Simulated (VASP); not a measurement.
Crystal: CdTe.

```xyz
2
Lattice="0.0000 3.2050 3.2050 3.2050 0.0000 3.2050 3.2050 3.2050 0.0000" Properties=species:S:1:pos:R:3 pbc="T T T"
Cd    0.0000    0.0000    0.0000
Te    4.8075    4.8075    4.8075
```

```yaml
Program: VASP 6.6.1
Task: relaxation of cell and atoms
Functional: r2SCAN
Potentials_or_basis: VASP PAW PBE potentials, release 64 (Cd, Te)
Cutoff: 600 eV
k_mesh: 10 × 10 × 10
Occupations: fermi-dirac, width 0.1 eV
Spin: no spin polarisation
```

At the start: pressure 3.3 GPa; volume 32.92 Å³/atom.

Task: How do energy, volume and symmetry change on relaxing?

Result: Over 6 steps the energy falls by 23.1 meV/atom and the volume is 35.31 Å³/atom (+7.3 %); space group F-43m (No. 216, to 0.1 Å) before and after.

The path:
```csv
step,energy change (eV),largest force (eV/Å),pressure (GPa),volume (Å³)
1,0.0000,0.0000,3.33,65.84
2,-0.0396,0.0000,-1.03,72.59
3,-0.0462,0.0000,0.02,70.59
4,-0.0462,0.0000,-0.04,70.69
5,-0.0462,0.0000,0.01,70.60
6,-0.0462,0.0000,0.01,70.62
```

Final structure:
```
CELL_PARAMETERS angstrom
0.00000 3.28072 3.28072
3.28072 0.00000 3.28072
3.28072 3.28072 0.00000
ATOMIC_POSITIONS crystal
Cd 0.00000 0.00000 0.00000
Te 0.75000 0.75000 0.75000
```

Caveat: the PAW data sets were made with another functional, which shifts forces and pressure a little.
